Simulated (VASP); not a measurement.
# TbC4: single point with PBE

TbC4:

```xyz
5
Lattice="2.6724 0.0000 0.0000 -1.3362 2.3144 0.0000 0.0000 0.0000 8.1025" Properties=species:S:1:pos:R:3 pbc="T T T"
Tb    0.0000    0.0000    0.0000
C     0.0000    1.5429    5.9182
C     0.0000    1.5429    2.1843
C     1.3362    0.7715    2.1843
C     1.3362    0.7715    5.9182
```

The cell was built from a structure type or drawn by symmetry, and may not be a known phase.

```json
{"Program": "VASP 6.6.1", "Task": "single point", "Functional": "PBE", "Potentials or basis": "VASP PAW PBE potentials, release 64 (Tb_3, C), 4f in core", "Cutoff": "600 eV", "k mesh": "6 × 6 × 2", "Occupations": "gaussian, width 0.1 eV", "Spin": "no spin polarisation"}
```

```json
{
  "Pressure": "0.9 GPa",
  "Largest force": "0.005 eV/Å",
  "Band gap on the k mesh": "zero (an odd number of electrons rules out a gap without spin polarisation)"
}
```

Forces in eV/Å, atoms in the order of the input:
```
Tb   0.000  0.000  0.000
C    0.000  0.000  0.005
C    0.000  0.000 -0.005
C    0.000  0.000 -0.005
C    0.000  0.000  0.005
```

Stress tensor (GPa, compression positive):
```
 1.47  0.00  0.00
 0.00  1.47  0.00
 0.00  0.00 -0.16
```

Levels at points of the mesh, in eV from the Fermi level:
```
           k point  band 10  band 11  band 12  band 13  band 14  band 15
(0.00, 0.00, 0.00)    -4.46    -4.46    -2.24     2.70     2.70     4.26
(0.50, 0.00, 0.00)    -5.43    -4.15    -3.75    -0.15    -0.03     3.20
(0.00, 0.00, 0.50)    -4.47    -4.47    -2.17     2.70     2.70     4.45
(0.50, 0.00, 0.50)    -5.65    -4.11    -3.38    -0.41     0.22     2.76
```

Wall time 16 s on 1 thread of Intel(R) Xeon(R) Platinum 8488C (Sapphire Rapids), on a shared host, peak memory 0.2 GiB.

Caveat: the k points lie up to 0.45 Å⁻¹ apart, too coarse for converged energies and pressures of a metal; spin-orbit coupling is left out, which moves the levels of the heavy elements; this functional lacks dispersion, which binds the layers, so the pressure and a relaxed spacing across them are unreliable; the 4f electrons are frozen in the core, so they carry no moment and show no levels. Spin polarisation is off, so any magnetic state and its effect on volume and gap are missing.
